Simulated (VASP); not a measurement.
Input of a VASP 6.6.1 run:

File INCAR:

```
SYSTEM = Co
  ALGO = Fast
  EDIFF = 1E-6
  ENCUT = 520
  GGA = PE
  ISIF = 2
  ISMEAR = 0
  ISPIN = 2
  KPAR = 4
  LASPH = .True.
  LCHARG = .False.
  LMAXMIX = 4
  LORBIT = 11
  LREAL = .False.
  LWAVE = .False.
  MAGMOM = 1.5 1.5 -1.5 -1.5
  NBANDS = 30
  NELM = 150
  PREC = Accurate
  SIGMA = 0.05
```

File KPOINTS:

```
k-points
0
Gamma
  16 16 16
  0 0 0
```

POSCAR

```
Co
1.0
   -1.2468565838      2.1596189528      4.0300901878
    1.2468565838     -2.1596189528      4.0300901878
    1.2468565838      2.1596189528     -4.0300901878
Co
4
Direct
    0.4583333333      0.1250000000      0.3333333333
    0.5416666667      0.8750000000      0.6666666667
    0.9583333333      0.6250000000      0.3333333333
    1.0416666667      1.3750000000      0.6666666667
```

Potentials or basis: VASP PAW PBE potentials, release 64 (Co).

The run is started by

```console
$ cat potpaw_PBE.64/Co/POTCAR > POTCAR
$ mpirun -np 4 vasp_std > vasp.out
```

(1) Predict the largest force.

(2) Predict the site moments.

(3) Predict the pressure.

Results:

(1) 0.053 eV/Å.

(2) Co +0.77, -0.77 (each value once) μB.

(3) -8.7 GPa.

Caveat: the cell stands under tension; the antiferromagnetic order is the one typed at the start, and another may lie lower.
